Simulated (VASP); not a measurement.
Set up this calculation in VASP 6.6.1, as the native input.

| Quantity | Value |
| --- | --- |
| Task | single point |
| Functional | PBE |
| Potentials or basis | VASP PAW PBE potentials, release 64 (Te, Mo_sv) |
| Cutoff | 520 eV |
| k mesh | 12 × 12 × 2 |
| Occupations | gaussian, width 0.02 eV |
| Spin | no spin polarisation |
| Dipole correction | no |
| Further INCAR settings | ALGO = Normal; EDIFF = 1e-07; NBANDS = 35 |

The structure of Te2Mo lies in POSCAR:

```
Te2Mo
1.0
    3.5570664331      0.0000000000      0.0000000000
   -1.7785332165      3.0805098940      0.0000000000
    0.0000000000      0.0000000000     15.2047186580
Te Mo
4 2
Direct
    0.3333333333      0.6666666667      0.6310943552
    0.6666666667      0.3333333333      0.1310943552
    0.3333333333      0.6666666667      0.8689056448
    0.6666666667      0.3333333333      0.3689056448
    0.3333333333      0.6666666667      0.2500000000
    0.6666666667      0.3333333333      0.7500000000
```

The input as run:

INCAR

```
SYSTEM = Te2Mo
  ALGO = Normal
  EDIFF = 1E-7
  ENCUT = 520
  GGA = PE
  ISIF = 2
  ISMEAR = 0
  LASPH = .True.
  LCHARG = .True.
  LELF = .True.
  LREAL = .False.
  LVHAR = .True.
  LWAVE = .False.
  NBANDS = 35
  NELM = 80
  PREC = Accurate
  SIGMA = 0.02
```

KPOINTS

```
k-points
0
Gamma
  12 12 2
  0 0 0
```

Potentials or basis: VASP PAW PBE potentials, release 64 (Te, Mo_sv).

The run is started by

```console
$ cat potpaw_PBE.64/Te/POTCAR potpaw_PBE.64/Mo_sv/POTCAR > POTCAR
$ mpirun -np 1 vasp_std > vasp.out
```

Results of the run:

The pressure is 0.0 GPa. The largest force is 0.011 eV/Å and the band gap on the k mesh is 1.01 eV (least direct gap 1.03 eV).

Caveat: spin-orbit coupling is left out, which moves the levels of the heavy elements; this functional lacks dispersion, which binds layers or chains, so the pressure and a relaxed spacing across them are unreliable.

Run time: 7.3 min on 1 thread of Intel Xeon 8259CL, on a shared host, peak memory 0.42 GiB.
